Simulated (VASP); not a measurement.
Write the native input for VASP 6.6.1 that does the following.

```
Task                   : single point
Functional             : PBE
Potentials or basis    : VASP PAW PBE potentials, release 64 (Ti_sv, H)
Cutoff                 : 520 eV
k mesh                 : 9 × 9 × 1
Occupations            : gaussian, width 0.1 eV
Spin                   : collinear spin, ferromagnetic start
Starting moments       : [0.0, 0.0, 0.0, 0.0, 0.0, 1.0] μB
Dipole correction      : yes
Further INCAR settings : ALGO = Normal; EDIFF = 1e-06; NBANDS = 44
```

The structure of Ti5H lies in POSCAR:

```
Ti5H
1.0
    2.9381632084      0.0000000000      0.0000000000
   -1.4690816042      2.5445239789      0.0000000000
    0.0000000000      0.0000000000     26.2117060745
Ti H
5 1
Direct
    0.6666666667      0.3333333333      0.1526035729
    0.3333333333      0.6666666667      0.2413132777
    0.6666666667      0.3333333333      0.3306032017
    0.3333333333      0.6666666667      0.4219530445
    0.6666666667      0.3333333333      0.5040383879
    1.3333333333     -0.3333333333      0.5360851382
```

One way to write it, as run:

INCAR

```
ALGO = Normal
DIPOL = 0.5 0.5 0.364
EDIFF = 1E-6
ENCUT = 520
GGA = PE
IDIPOL = 3
ISIF = 2
ISMEAR = 0
ISPIN = 2
LASPH = T
LCHARG = T
LDIPOL = T
LELF = T
LMAXMIX = 4
LORBIT = 11
LREAL = F
LVACPOTAV = T
LVHAR = T
LWAVE = F
MAGMOM = 0 0 0 0 0 1
NBANDS = 44
NELM = 150
PREC = Accurate
SIGMA = 0.1
```

KPOINTS

```
k-points
0
Gamma
  9 9 1
```

Potentials or basis: VASP PAW PBE potentials, release 64 (Ti_sv, H).

Run with:

```sh
$ cat potpaw_PBE.64/Ti_sv/POTCAR potpaw_PBE.64/H/POTCAR > POTCAR
$ mpirun -np 1 vasp_std > vasp.out
```

Results of the run:

```yaml
Largest_force: 0.723 eV/Å
Net_moment: -0.95 μB per cell
Site_moments: Ti -0.60, +0.07, -0.03, -0.01, +0.01; H -0.00 μB
Valence_electrons_inside_the_program's_atomic_spheres: Ti 10.20, 10.24, 10.23, 10.28, 10.30; H 0.58
```

It took 8.6 min on 1 thread of AMD EPYC 9R45 96-Core Processor (Zen 5) (shared host), peak memory 0.47 GiB.
